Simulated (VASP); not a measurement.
# Cr (Im-3m) in VASP: a series of runs

Runs on Cr. Level: PBE. Tasks: single point.

All numbers are computed with VASP 6.6.1; they aren't measurements. Logs are shortened: lines on timing, memory, paths and dates and some standing lists are left out, and cuts for length are marked.

## Step 1: The cell of the first run

The structure is cubic, space group Im-3m (No. 229). The conventional cell has a = 2.867 Å, b = 2.867 Å, c = 2.867 Å, α = 90.00°, β = 90.00°, γ = 90.00°. Cr (site symmetry m-3m) has 14 Cr at 2.48 to 2.87 Å within 3.3 Å.

## Step 2: Single point, PBE (volume scaled by 1.020)

Input file INCAR:

```
SYSTEM = Cr
PREC = Accurate
ENCUT = 520
EDIFF = 1E-6
ISMEAR = 0
SIGMA = 0.05
LREAL = .FALSE.
LASPH = .TRUE.
NELM = 100
ALGO = Fast
ISIF = 2
LWAVE = .FALSE.
LCHARG = .FALSE.
GGA = PE
NBANDS = 12
```

Input file KPOINTS:

```
Automatic mesh
0
G
  22 22 22
  0 0 0
```

Input file POSCAR:

```
Cr
1.0
   -1.4335418247      1.4335418247      1.4335418247
    1.4335418247     -1.4335418247      1.4335418247
    1.4335418247      1.4335418247     -1.4335418247
Cr
1
Direct
    0.0000000000      0.0000000000      0.0000000000
```

Potentials or basis: VASP PAW PBE potentials, release 64 (Cr_pv).

On the command line:

```sh
$ cat potpaw_PBE.64/Cr_pv/POTCAR > POTCAR
$ mpirun -np 1 vasp_std > vasp.out
```

OUTCAR:

```text
SYSTEM = Cr
   PREC = Accurate
   ENCUT = 520
   EDIFF = 1E-6
   ISMEAR = 0
   LREAL = .FALSE.
   LASPH = .TRUE.
   NELM = 100
   ISIF = 2
   GGA = PE

 ion  position               nearest neighbor table
   1  0.000  0.000  0.000-

  LATTYP: Found a body centered cubic cell.
 ALAT       =     2.8670836494

  Lattice vectors:

 A1 = (  -1.4335418247,   1.4335418247,   1.4335418247)
 A2 = (   1.4335418247,  -1.4335418247,   1.4335418247)
 A3 = (   1.4335418247,   1.4335418247,  -1.4335418247)

Analysis of symmetry for initial positions (statically):
=====================================================================
 Subroutine PRICEL returns:
 Original cell was already a primitive cell.

 Routine SETGRP: Setting up the symmetry group for a
 body centered cubic supercell.

 Subroutine GETGRP returns: Found 48 space group operations
 (whereof 48 operations were pure point group operations)
 out of a pool of 48 trial point group operations.

The static configuration has the point symmetry O_h .

Analysis of symmetry for dynamics (positions and initial velocities):
=====================================================================
 Subroutine PRICEL returns:
 Original cell was already a primitive cell.

 Routine SETGRP: Setting up the symmetry group for a
 body centered cubic supercell.

 Subroutine GETGRP returns: Found 48 space group operations
 (whereof 48 operations were pure point group operations)
 out of a pool of 48 trial point group operations.

The dynamic configuration has the point symmetry O_h .

 Subroutine INISYM returns: Found 48 space group operations
 (whereof 48 operations are pure point group operations),
 and found     1 'primitive' translations

----------------------------------------------------------------------------------------

                                     Primitive cell

  volume of cell :      11.7840

  direct lattice vectors                    reciprocal lattice vectors
    -1.433541825  1.433541825  1.433541825     0.000000000  0.348786475  0.348786475
     1.433541825 -1.433541825  1.433541825     0.348786475  0.000000000  0.348786475
     1.433541825  1.433541825 -1.433541825     0.348786475  0.348786475  0.000000000

  length of vectors
     2.482967275  2.482967275  2.482967275     0.493258564  0.493258564  0.493258564

  position of ions in fractional coordinates (direct lattice)
     0.000000000  0.000000000  0.000000000

  ion indices of the primitive-cell ions
   primitive index   ion index
                 1           1

----------------------------------------------------------------------------------------

 KPOINTS: Automatic mesh

Automatic generation of k-mesh.
 Grid dimensions read from file:
 generate k-points for:   22   22   22

 Generating k-lattice:

  Cartesian coordinates                     Fractional coordinates (reciprocal lattice)
     0.000000000  0.015853931  0.015853931     0.045454545  0.000000000  0.000000000
     0.015853931  0.000000000  0.015853931     0.000000000  0.045454545  0.000000000
     0.015853931  0.015853931  0.000000000     0.000000000  0.000000000  0.045454545

  Length of vectors
     0.022420844  0.022420844  0.022420844

  Shift w.r.t. Gamma in fractional coordinates (k-lattice)
     0.000000000  0.000000000  0.000000000

 Subroutine IBZKPT returns following result:
 ===========================================

 Found    328 irreducible k-points:

 Following reciprocal coordinates:
            Coordinates               Weight
  0.000000  0.000000  0.000000      1.000000
  0.045455  0.000000  0.000000     12.000000
  0.090909  0.000000  0.000000     12.000000
  0.136364  0.000000  0.000000     12.000000
  0.181818  0.000000  0.000000     12.000000
  0.227273  0.000000  0.000000     12.000000
[... 16 lines left out ...]
  0.090909  0.090909  0.000000     24.000000
  0.136364  0.090909  0.000000     48.000000
 [... further k-points ...]
   k-points           NKPTS =    328   k-points in BZ     NKDIM =    328   number of bands    NBANDS=     12
   number of dos      NEDOS =    301   number of ions     NIONS =      1
   total plane-waves  NPLWV =   5832
   dimension x,y,z NGX =    18 NGY =   18 NGZ =   18
   dimension x,y,z NGXF=    36 NGYF=   36 NGZF=   36
   ions per type =               1
   NGX,Y,Z   is equivalent  to a cutoff of  12.05, 12.05, 12.05 a.u.
   NGXF,Y,Z  is equivalent  to a cutoff of  24.10, 24.10, 24.10 a.u.
 SYSTEM =  Cr
   PREC   = accura    normal or accurate (medium, high low for compatibility)
   ISTART =      0    job   : 0-new  1-cont  2-samecut
   ICHARG =      2    charge: 1-file 2-atom 10-const
   ISPIN  =      1    spin polarized calculation?
   LNONCOLLINEAR =      F non collinear calculations
   LSORBIT =      F    spin-orbit coupling
   LASPH  =      T    aspherical Exc in radial PAW
   ENCUT  =  520.0 eV  38.22 Ry    6.18 a.u.   4.62  4.62  4.62*2*pi/ulx,y,z
   NELM   =    100;   NELMIN=  2; NELMDL= -5     # of ELM steps
   EDIFF  = 0.1E-05   stopping-criterion for ELM
   LREAL  =      F    real-space projection
   EDIFFG = 0.1E-04   stopping-criterion for IOM
   NSW    =      0    number of steps for IOM
   IBRION =     -1    ionic relax: 0-MD 1-quasi-New 2-CG
   NFREE  =      0    steps in history (QN), initial steepest desc. (CG)
   ISIF   =      2    stress and relaxation
   ISYM   =      2    0-nonsym 1-usesym 2-fastsym
   POTIM  = 0.5000    time-step for ionic-motion
   TEBEG  =    0.0;   TEEND  =   0.0 temperature during run
   PSTRESS=    0.0 pullay stress
   NELECT =      12.0000    total number of electrons
   NUPDOWN=      -1.0000    fix difference up-down
   EMIN   =  10.00;   EMAX   =-10.00  energy-range for DOS
   EFERMI =   0.00;   METHOD = LEGACY
   ISMEAR =     0;   SIGMA  =   0.05  broadening in eV -4-tet -1-fermi 0-gaus
   EFERMI_NEDOS =   21; number of points for ismear=-14 and -15
   IALGO  =     68    algorithm
   IMIX   =      4    mixing-type and parameters
     AMIX     =   0.40;   BMIX     =  1.00
     AMIX_MAG =   1.60;   BMIX_MAG =  1.00
  volume/ion in A,a.u.               =      11.78        79.52
  Fermi-wavevector in a.u.,A,eV,Ry     =   1.647043  3.112460 36.909204  2.712750
  Thomas-Fermi vector in A             =   2.736569
   LORBIT       =      0    0 simple, 1 ext, 2 COOP (PROOUT), +10 PAW based schemes
   GGA     = PE    functional components
   LHFCALC =     F    Hartree Fock is set to
   AEXX    =    0.0000 exact exchange contribution
   IVDW    =     0    specifies the selected vdW correction
   LEPSILON=     F    determine dielectric tensor
   LRPA    =     F    only Hartree local field effects (RPA)
 non-spin polarized calculation
 RMM-DIIS sequential band-by-band and
 Gauss-broadening in eV      SIGMA  =   0.05
  energy-cutoff  :      520.00
  volume of cell :       11.78
 maximum number of plane-waves:       331
   NGX =  9   NGY =  9   NGZ =  9

 number of electron      11.9999983 magnetization

 Free energy of the ion-electron system (eV)
  ---------------------------------------------------
  ext. energy  EPLUGINS =         0.00000000
  ---------------------------------------------------
  free energy    TOTEN  =        -9.51043160 eV

  energy without entropy =       -9.50917451  energy(sigma->0) =       -9.50980305

 E-fermi :  10.6897     XC(G=0): -13.5588

 val. band max:       10.6857356680   @ k =  -0.1818   0.1818   0.0455
 cond. band min:      10.6957450525   @ k =  -0.4091   0.4545   0.2727
 fundamental gap:      0.0100093845
 Fermi energy:        10.6896826154

 k-point     1 :       0.0000    0.0000    0.0000
  band No.  band energies     occupation
      1     -32.0695      2.00000
      2     -32.0695      2.00000
      3     -32.0695      2.00000
      4       2.9054      2.00000
      5       9.7991      2.00000
      6       9.7991      2.00000
      7       9.7991      2.00000
      8      11.8000      0.00000
      9      11.8000      0.00000
     10      17.7765      0.00000
     11      32.8360      0.00000
     12      32.8360      0.00000

 k-point     2 :       0.0455    0.0000    0.0000
  band No.  band energies     occupation
      1     -32.0877      2.00000
      2     -32.0751      2.00000
      3     -32.0696      2.00000
      4       2.9949      2.00000
      5       9.7648      2.00000
      6       9.7940      2.00000
      7       9.8591      2.00000
      8      11.7607      0.00000
      9      11.8024      0.00000
     10      17.7766      0.00000
     11      32.6169      0.00000
     12      32.8402      0.00000

 k-point     3 :       0.0909    0.0000    0.0000
  band No.  band energies     occupation
      1     -32.1406      2.00000
      2     -32.0914      2.00000
      3     -32.0699      2.00000
      4       3.2588      2.00000
      5       9.6656      2.00000
      6       9.7719      2.00000
      7      10.0362      2.00000
      8      11.6602      0.00000
      9      11.8102      0.00000
     10      17.7765      0.00000
     11      31.9684      0.00000
     12      32.6862      0.00000
[... 286 lines left out ...]
 k-point    23 :       0.0909    0.0909    0.0000
  band No.  band energies     occupation
      1     -32.2697      2.00000
      2     -32.1157      2.00000
      3     -32.0869      2.00000
      4       3.9276      2.00000
      5       9.4931      2.00000
      6       9.5766      2.00000
      7      10.5317      1.99999
      8      11.4530      0.00000
      9      11.8716      0.00000
     10      17.7765      0.00000
     11      30.6536      0.00000
     12      31.7221      0.00000

 k-point    24 :       0.1364    0.0909    0.0000
  band No.  band energies     occupation
      1     -32.3663      2.00000
      2     -32.1464      2.00000
      3     -32.0923      2.00000
      4       4.4678      2.00000
      5       9.3208      2.00000
      6       9.4473      2.00000
      7      10.9347      0.00000
      8      11.3659      0.00000
      9      11.9254      0.00000
     10      17.7763      0.00000
     11      29.5562      0.00000
     12      30.9015      0.00000

 [... further k-points ...]
[... 5 lines left out ...]
  --------------------------------------------------------------------------------------
  -------------------------------------------------------------------------------------
  Total       -0.3758691     -0.3758691     -0.3758691     -0.0000000      0.0000000     -0.0000000
  in kB      -51.1041371    -51.1041371    -51.1041371     -0.0000000      0.0000000     -0.0000000
  external PRESSURE =     -51.1041371 kB  Pullay stress =       0.0000000 kB

 VOLUME and BASIS-vectors are now :
 -----------------------------------------------------------------------------
  energy-cutoff  :      520.00
  volume of cell :       11.78
      direct lattice vectors                 reciprocal lattice vectors
    -1.433541825  1.433541825  1.433541825     0.000000000  0.348786475  0.348786475
     1.433541825 -1.433541825  1.433541825     0.348786475  0.000000000  0.348786475
     1.433541825  1.433541825 -1.433541825     0.348786475  0.348786475  0.000000000

 POSITION                                       TOTAL-FORCE (eV/Angst)
 -----------------------------------------------------------------------------------
      0.00000      0.00000      0.00000        -0.000000      0.000000      0.000000
 -----------------------------------------------------------------------------------
    total drift:                                0.000000      0.000000      0.000000

  FREE ENERGIE OF THE ION-ELECTRON SYSTEM (eV)
  ---------------------------------------------------
  free  energy   TOTEN  =        -9.5104315963 eV

  energy  without entropy=       -9.5091745066  energy(sigma->0) =       -9.50980305
```

Run time: 17 s. Hardware: 1 thread of Intel Xeon 6975P-C (Granite Rapids), shared host; peak memory 0.15 GiB.

What came out:

```
Free energy            : -9.5104 eV
Pressure               : -5.1 GPa
Band gap on the k mesh : zero (band 6 reaches 13.06 eV, above the bottom of band 7 at 9.80 eV)
```

Caveat: the run has no spin polarisation, though such a crystal can be magnetic.

(Part 1 of 2 ends here.)
